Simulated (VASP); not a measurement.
# TaN (Fm-3m) in VASP: vibrations by perturbation theory with PBEsol

Aim: the vibrations by perturbation theory of TaN with PBEsol.

Everything below comes from runs of VASP 6.6.1. Logs are shortened: lines on timing, memory, paths and dates and some standing lists are left out, and cuts for length are marked.

## (1) The cell of the first run

Symmetry: Fm-3m, No. 225, cubic system. The conventional cell has a = 4.317 Å, b = 4.317 Å, c = 4.317 Å, α = 90.00°, β = 90.00°, γ = 90.00°. Within 2.9 Å of Ta (site symmetry m-3m) lie 6 N at 2.16 Å. Within 2.9 Å of N (site symmetry m-3m) lie 6 Ta at 2.16 Å.

## (2) Vibrations by perturbation theory, PBEsol

INCAR reads:

```
SYSTEM = TaN
  PREC = Accurate
  ENCUT = 520
  EDIFF = 1E-8
  ISMEAR = -1
  SIGMA = 0.15
  LREAL = .FALSE.
  LASPH = .TRUE.
  NELM = 100
  ALGO = Normal
  ISIF = 2
  LWAVE = .FALSE.
  LCHARG = .FALSE.
  GGA = PS
  IBRION = 8
  NSW = 1
```

KPOINTS reads:

```
Automatic mesh
0
G
  16 16 16
  0 0 0
```

POSCAR reads:

```
TaN
1.0
    0.0000000000      2.1586474383      2.1586474383
    2.1586474383      0.0000000000      2.1586474383
    2.1586474383      2.1586474383      0.0000000000
Ta N
1 1
Direct
    0.5000000000      0.5000000000      0.5000000000
    0.0000000000      0.0000000000      0.0000000000
```

Potentials or basis: VASP PAW PBE potentials, release 64 (Ta_pv, N).

The run is started by

```sh
> cat potpaw_PBE.64/Ta_pv/POTCAR potpaw_PBE.64/N/POTCAR > POTCAR
> mpirun -np 1 vasp_std > vasp.out
```

OUTCAR:

```text
SYSTEM = TaN
   PREC = Accurate
   ENCUT = 520
   EDIFF = 1E-8
   ISMEAR = -1
   LREAL = .FALSE.
   LASPH = .TRUE.
   NELM = 100
   ISIF = 2
   GGA = PS
   IBRION = 8
   NSW = 1

 ion  position               nearest neighbor table
   1  0.500  0.500  0.500-   2 2.16   2 2.16   2 2.16   2 2.16   2 2.16   2 2.16
   2  0.000  0.000  0.000-   1 2.16   1 2.16   1 2.16   1 2.16   1 2.16   1 2.16

  LATTYP: Found a face centered cubic cell.
 ALAT       =     4.3172948766

  Lattice vectors:

 A1 = (   0.0000000000,   2.1586474383,   2.1586474383)
 A2 = (   2.1586474383,   0.0000000000,   2.1586474383)
 A3 = (   2.1586474383,   2.1586474383,   0.0000000000)

Analysis of symmetry for initial positions (statically):
=====================================================================
 Subroutine PRICEL returns:
 Original cell was already a primitive cell.

 Routine SETGRP: Setting up the symmetry group for a
 face centered cubic supercell.

 Subroutine GETGRP returns: Found 48 space group operations
 (whereof 48 operations were pure point group operations)
 out of a pool of 48 trial point group operations.

The static configuration has the point symmetry O_h .

Analysis of symmetry for dynamics (positions and initial velocities):
=====================================================================
 Subroutine PRICEL returns:
 Original cell was already a primitive cell.

 Routine SETGRP: Setting up the symmetry group for a
 face centered cubic supercell.

 Subroutine GETGRP returns: Found 48 space group operations
 (whereof 48 operations were pure point group operations)
 out of a pool of 48 trial point group operations.

The dynamic configuration has the point symmetry O_h .

 Subroutine INISYM returns: Found 48 space group operations
 (whereof 48 operations are pure point group operations),
 and found     1 'primitive' translations

[... 521 lines left out ...]

 VOLUME and BASIS-vectors are now :
 -----------------------------------------------------------------------------
  energy-cutoff  :      520.00
  volume of cell :       20.12
      direct lattice vectors                 reciprocal lattice vectors
     0.000000000  2.158647438  2.158647438    -0.231626523  0.231626523  0.231626523
     2.158647438  0.000000000  2.158647438     0.231626523 -0.231626523  0.231626523
     2.158647438  2.158647438  0.000000000     0.231626523  0.231626523 -0.231626523

 POSITION                                       TOTAL-FORCE (eV/Angst)
 -----------------------------------------------------------------------------------
      2.15865      2.15865      2.15865        -0.000000     -0.000000     -0.000000
      0.00000      0.00000      0.00000         0.000000      0.000000      0.000000
 -----------------------------------------------------------------------------------
    total drift:                                0.000000     -0.000000     -0.000000

  FREE ENERGIE OF THE ION-ELECTRON SYSTEM (eV)
  ---------------------------------------------------
  free  energy   TOTEN  =       -23.1941124631 eV

  energy  without entropy=      -23.1363570678  energy(sigma->0) =      -23.16523477

[... ionic steps 2 to 3 ...]

--------------------------------------- Ionic step        4  -------------------------------------------

------------------------ aborting loop because EDIFF is reached ----------------------------------------

[... ionic steps 5 to 6 ...]

--------------------------------------- Ionic step        7  -------------------------------------------

 Free energy of the ion-electron system (eV)
  ---------------------------------------------------
  ---------------------------------------------------
  free energy    TOTEN  =        -0.23451682 eV

  energy without entropy =       -0.23451682

------------------------ aborting loop because EDIFF is reached ----------------------------------------

 INTERNAL STRAIN TENSOR  FOR ION    2  DIRECTION 1   (eV/Angst):
 -----------------------------------------------------------------------------
     0.05316 -0.00000  0.00000
    -0.00000 -0.02477 -0.00000
     0.00000 -0.00000 -0.02477

 INTERNAL STRAIN TENSOR FOR ION    2 for displacements in x,y,z  (eV/Angst):
          X           Y           Z          XY          YZ          ZX
  --------------------------------------------------------------------------------
  x     0.00000     0.00000     0.00000     0.00000     0.00000     0.00000
  y     0.00000     0.00000     0.00000     0.00000     0.00000     0.00000
  z     0.00000     0.00000     0.00000     0.00000     0.00000     0.00000

 SECOND DERIVATIVES (NOT SYMMETRIZED)
 ------------------------------------
               1X          1Y          1Z          2X          2Y          2Z
  1X   -10.322629    0.000000    0.000000   10.322629    0.000000    0.000000
  1Y     0.000000  -10.322629    0.000000    0.000000   10.322629    0.000000
  1Z     0.000000    0.000000  -10.322629    0.000000    0.000000   10.322629
  2X    10.318371    0.000000    0.000000  -10.318371    0.000000    0.000000
  2Y     0.000000   10.318371    0.000000    0.000000  -10.318371    0.000000
  2Z     0.000000    0.000000   10.318371    0.000000    0.000000  -10.318371

 Eigenvectors and eigenvalues of the dynamical matrix
 ----------------------------------------------------

   1 f  =   13.930503 THz    87.527934 2PiTHz  464.671573 cm-1    57.611906 meV
             X         Y         Z           dx          dy          dz
      2.158647  2.158647  2.158647    -0.268042    0.000000   -0.000000
      0.000000  0.000000  0.000000     0.963407   -0.000000    0.000000
[... 21 lines left out ...]
   6 f/i=    0.000742 THz     0.004663 2PiTHz    0.024755 cm-1     0.003069 meV
             X         Y         Z           dx          dy          dz
      2.158647  2.158647  2.158647     0.159649   -0.936510   -0.160048
      0.000000  0.000000  0.000000     0.044418   -0.260558   -0.044529

--------------------------------------------------------------------------------------------------------

 ELASTIC MODULI CONTR FROM IONIC RELAXATION (kBar)
 Direction    XX          YY          ZZ          XY          YZ          ZX
 --------------------------------------------------------------------------------
 XX           0.0000      0.0000      0.0000      0.0000      0.0000      0.0000
 YY           0.0000      0.0000      0.0000      0.0000      0.0000      0.0000
 ZZ           0.0000      0.0000      0.0000      0.0000      0.0000      0.0000
 XY           0.0000      0.0000      0.0000      0.0000      0.0000      0.0000
 YZ           0.0000      0.0000      0.0000      0.0000      0.0000      0.0000
 ZX           0.0000      0.0000      0.0000      0.0000      0.0000      0.0000
 --------------------------------------------------------------------------------
```

stdout:

```text
POSCAR found type information on POSCAR TaN
 POSCAR found :  2 types and       2 ions
 scaLAPACK will be used
 -----------------------------------------------------------------------------
|                                                                             |
|                                                                             |
|     You enforced a specific xc type in the INCAR file but a different       |
[... 32 lines left out ...]
 Linear response reoptimize wavefunctions to high precision
 Linear response DOF=           2
 Linear response progress:
 first order change of Fermi-energy   0.28798E-03
 force on displaced ion       1 direction 1 : -10.323   0.000   0.000
 Linear response progress:
 first order change of Fermi-energy  -0.69137E-04
 force on displaced ion       2 direction 1 : -10.318   0.000   0.000
 Linear response finished
```

Run time: 4.8 min. Hardware: 1 thread of Intel Xeon 8259CL, shared host; peak memory 0.33 GiB.

What came out:

- Highest phonon frequency at Γ: 465 cm⁻¹

Phonon frequencies in cm⁻¹ (negative: imaginary):
```tsv
q point	frequencies
(0.000, 0.000, 0.000)	0 0 0 465 465 465
```

Caveat: the cell stands under pressure or tension, which shifts response properties; spin-orbit coupling is left out, which moves the levels of the heavy elements.
